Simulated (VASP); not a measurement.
Here is a VASP 6.6.1 calculation.

Contents of INCAR:

```
  PREC = Accurate
  ENCUT = 520
  EDIFF = 1E-7
  ISMEAR = -1
  SIGMA = 0.05
  LREAL = False
  LASPH = True
  NELM = 150
  ALGO = Normal
  ISIF = 2
  LWAVE = False
  LCHARG = False
  MAGMOM = 0 0 0 0 0 0
  LORBIT = 11
  LSORBIT = True
  GGA_COMPAT = False
  LORBMOM = True
  GGA = PS
  NBANDS = 26
```

The input KPOINTS:

```
regular mesh
0
Gamma
  5 5 5
```

File POSCAR:

```
NaI
1.0
    0.0000000000      3.2364000000      3.2364000000
    3.2364000000      0.0000000000      3.2364000000
    3.2364000000      3.2364000000      0.0000000000
I Na
1 1
Direct
    0.5000000000      0.5000000000      0.5000000000
    0.0000000000      0.0000000000      0.0000000000
```

Potentials or basis: VASP PAW PBE potentials, release 64 (I, Na_pv).

Launch:

```console
$ cat potpaw_PBE.64/I/POTCAR potpaw_PBE.64/Na_pv/POTCAR > POTCAR
$ mpirun -np 1 vasp_ncl > vasp.out
```

Task: Predict the net moment.

Result: 0.00 μB per cell.

Task: Predict the pressure.

Result: -0.4 GPa.

Moments on the atoms (μB; x, y, z):
```
I   0.00 0.00 0.00
Na  0.00 0.00 0.00
```

Caveat: the PAW data sets were made with another functional, which shifts forces and pressure a little.
